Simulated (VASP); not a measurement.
# Cu16H (a cell with a defect) in VASP: a series of runs, part 2 of 2

VASP 6.6.1. The steps go on from the part before.

### Step 3. Single point, PBE

Input file INCAR:

```
PREC = Accurate ; ENCUT = 520
EDIFF = 1E-7 ; ISMEAR = 1
SIGMA = 0.1 ; LREAL = Auto
LASPH = T ; NELM = 60
ALGO = Normal ; ISIF = 2
LWAVE = F ; LCHARG = F
GGA = PE ; NBANDS = 102
```

Input file KPOINTS:

```
Automatic mesh
0
Gamma
  4 4 4
```

Input file POSCAR:

```
Cu16H
1.0
   -3.6303500600      3.6303500600      3.6303500600
    3.6303500600     -3.6303500600      3.6303500600
    3.6303500600      3.6303500600     -3.6303500600
Cu H
16 1
Direct
   -0.0033332874      0.0069395512      0.0070530388
    0.0041239825      0.2594822770      0.7615731140
    0.0062566969      0.5078353243      0.5080212568
    0.0041825168      0.7615477721      0.2597283966
    0.2503042365      0.0077251503      0.7538606346
    0.2491161968      0.2585670760      0.5086616909
    0.2490046373      0.5085762997      0.2586045380
    0.2503248957      0.7538171126      0.0078612254
    0.5006466236      0.0087218862      0.5086234026
    0.4780956303      0.2352979701      0.2353471389
    0.5005323095      0.5085130826      0.0087451622
    0.4989707521      0.7598601938      0.7599471000
    0.7511513917      0.0076915448      0.2569020851
    0.7511277025      0.2567443868      0.0078371230
    0.7508625766      0.5084152959      0.7726906369
    0.7507273279      0.7723302033      0.5084727284
    0.7269979358      0.4976560029      0.4979105238
```

Potentials or basis: VASP PAW PBE potentials, release 64 (Cu, H).

The run is started by

```console
$ cat potpaw_PBE.64/Cu/POTCAR potpaw_PBE.64/H/POTCAR > POTCAR
$ mpirun -np 1 vasp_std > vasp.out
```

OUTCAR:

```text
PREC = Accurate
   ENCUT = 520
   EDIFF = 1E-7
   ISMEAR = 1
   LREAL = Auto
   LASPH = T
   NELM = 60
   ISIF = 2
   GGA = PE

 ion  position               nearest neighbor table
   1  0.997  0.007  0.007-  10 2.47  14 2.54  13 2.54  12 2.56   2 2.56   4 2.56  15 2.56  16 2.56
                             6 2.58   7 2.58   8 2.60   5 2.60
   2  0.004  0.259  0.762-  16 2.50   8 2.54  11 2.55   7 2.55   6 2.56   5 2.56   1 2.56  14 2.56
                             3 2.58  15 2.58   9 2.58  13 2.59
   3  0.006  0.508  0.508-  17 1.71   6 2.53   7 2.53  12 2.53   8 2.57   5 2.57  13 2.57  14 2.57
                             2 2.58   4 2.58  16 2.67  15 2.67  10 2.71
   4  0.004  0.762  0.260-  15 2.50   5 2.54   9 2.55   6 2.55   7 2.56   8 2.56   1 2.56  13 2.56
                             3 2.58  16 2.58  11 2.59  14 2.59
   5  0.250  0.008  0.754-  10 2.47   4 2.54   9 2.54   6 2.55  12 2.55   2 2.56  16 2.57   3 2.57
                            11 2.57  14 2.57   1 2.60   8 2.61
   6  0.249  0.259  0.509-   3 2.53   5 2.55   4 2.55   2 2.56  13 2.56   7 2.57  11 2.57  12 2.57
                             9 2.57   1 2.58  15 2.58  10 2.58
   7  0.249  0.509  0.259-   3 2.53   8 2.55   2 2.55   4 2.56  14 2.56   6 2.57   9 2.57  12 2.57
                            11 2.57   1 2.58  16 2.58  10 2.58
   8  0.250  0.754  0.008-  10 2.47   2 2.54  11 2.54   7 2.55  12 2.55   4 2.56  15 2.57   3 2.57
                             9 2.57  13 2.57   1 2.60   5 2.61
   9  0.501  0.009  0.509-  16 2.50   5 2.54   4 2.55  14 2.56  15 2.57   7 2.57  12 2.57  10 2.57
                             8 2.57   6 2.57  13 2.58   2 2.58
  10  0.478  0.235  0.235-  17 1.62   1 2.47   8 2.47   5 2.47  11 2.57   9 2.57  14 2.57  13 2.57
                             6 2.58   7 2.58   3 2.71  16 2.76  15 2.76
  11  0.501  0.509  0.009-  15 2.50   8 2.54   2 2.55  13 2.56  16 2.57   6 2.57  12 2.57  10 2.57
                             5 2.57   7 2.57  14 2.58   4 2.59
  12  0.499  0.760  0.760-   3 2.53   5 2.55   8 2.55  14 2.55  13 2.55   1 2.56  11 2.57   9 2.57
                             6 2.57   7 2.57  16 2.58  15 2.59
  13  0.751  0.008  0.257-  16 2.50   1 2.54  12 2.55   6 2.56  14 2.56  11 2.56   4 2.56   3 2.57
                             8 2.57  10 2.57   9 2.58   2 2.59
  14  0.751  0.257  0.008-  15 2.50   1 2.54  12 2.55   7 2.56  13 2.56   9 2.56   2 2.56   3 2.57
                             5 2.57  10 2.57  11 2.58   4 2.59
  15  0.751  0.508  0.773-  17 1.66  11 2.50  14 2.50   4 2.50   1 2.56   8 2.57   9 2.57   6 2.58
[... 207 lines left out ...]
   NGX = 23   NGY = 23   NGZ = 23

 number of electron     176.9999947 magnetization

 Free energy of the ion-electron system (eV)
  ---------------------------------------------------
  ext. energy  EPLUGINS =         0.00000000
  ---------------------------------------------------
  free energy    TOTEN  =       -62.36911207 eV

  energy without entropy =      -62.36751706  energy(sigma->0) =      -62.36858040

 E-fermi :   7.4810     XC(G=0): -12.7040

 val. band max:        7.4339793971   @ k =  -0.2500   0.5000  -0.2500
 cond. band min:       7.4872827780   @ k =   0.2500  -0.2500   0.5000
 fundamental gap:      0.0533033809
 Fermi energy:         7.4809653068

 k-point     1 :       0.0000    0.0000    0.0000
  band No.  band energies     occupation
      1      -2.3535      2.00000
      2       0.0488      2.00000
      3       2.6545      2.00000
      4       2.6649      2.00000
      5       2.6692      2.00000
      6       2.8006      2.00000
[... 2461 lines left out ...]
     99      12.1741      0.00000
    100      13.0131      0.00000

 [... further k-points ...]

 [bands above 100 left out]

------------------------ aborting loop because EDIFF is reached ----------------------------------------

  FORCE on cell =-STRESS in cart. coord.  units (eV):
  Direction    XX          YY          ZZ          XY          YZ          ZX
  --------------------------------------------------------------------------------------
  -------------------------------------------------------------------------------------
  Total        4.4969435      4.4393138      4.4370224      0.3922879     -0.0340039      0.3880830
  in kB       37.6463184     37.1638694     37.1446869      3.2840518     -0.2846646      3.2488505
  external PRESSURE =      37.3182916 kB  Pullay stress =       0.0000000 kB

 VOLUME and BASIS-vectors are now :
 -----------------------------------------------------------------------------
  energy-cutoff  :      520.00
  volume of cell :      191.38
      direct lattice vectors                 reciprocal lattice vectors
    -3.630350060  3.630350060  3.630350060     0.000000000  0.137727765  0.137727765
     3.630350060 -3.630350060  3.630350060     0.137727765  0.000000000  0.137727765
     3.630350060  3.630350060 -3.630350060     0.137727765  0.137727765  0.000000000

 POSITION                                       TOTAL-FORCE (eV/Angst)
 -----------------------------------------------------------------------------------
     -3.56745      3.61866      3.61784        -0.003362     -0.006941     -0.006967
      3.69182      1.83774     -1.80779         0.000791     -0.018502     -0.009200
      3.66520      0.02339      0.02204        -0.023869      0.004573      0.006250
      3.69241     -1.80660      1.83696        -0.000297     -0.009819     -0.019811
      1.85613      3.61743     -1.80004         0.003440     -0.004222     -0.018692
      1.88093      1.81231     -0.00355        -0.007053     -0.009121     -0.017526
[... 9 lines left out ...]
      1.92436      1.76751      3.68330         0.006433     -0.027262     -0.005199
      0.97500      2.64018      2.63833         0.007762      0.166914      0.166524
 -----------------------------------------------------------------------------------
    total drift:                               -0.007074     -0.001049     -0.001151

  FREE ENERGIE OF THE ION-ELECTRON SYSTEM (eV)
  ---------------------------------------------------
  free  energy   TOTEN  =       -62.3691120666 eV

  energy  without entropy=      -62.3675170566  energy(sigma->0) =      -62.36858040
```

It took 48 min on 1 thread of Oxide Virtual Turin-like, shared host; peak memory 0.58 GiB.

What came out:

```
Free energy            : -62.3691 eV
Pressure               : 3.7 GPa
Largest force          : 0.236 eV/Å
Band gap on the k mesh : zero (an odd number of electrons rules out a gap without spin polarisation)
```

Forces on the atoms (eV/Å):
```
Cu  -0.003 -0.007 -0.007
Cu   0.001 -0.019 -0.009
Cu  -0.024  0.005  0.006
Cu   0.000 -0.010 -0.020
Cu   0.003 -0.004 -0.019
Cu  -0.007 -0.009 -0.018
Cu  -0.008 -0.016 -0.009
Cu   0.003 -0.019 -0.005
Cu   0.003 -0.017 -0.017
Cu   0.021  0.011  0.010
Cu   0.002 -0.015 -0.017
Cu  -0.003 -0.007 -0.008
Cu  -0.004 -0.012 -0.012
Cu  -0.003 -0.012 -0.012
Cu   0.005 -0.008 -0.026
Cu   0.006 -0.027 -0.005
H    0.008  0.167  0.167
```

The gap in the log of VASP goes by the Fermi energy; the results here count the filled bands.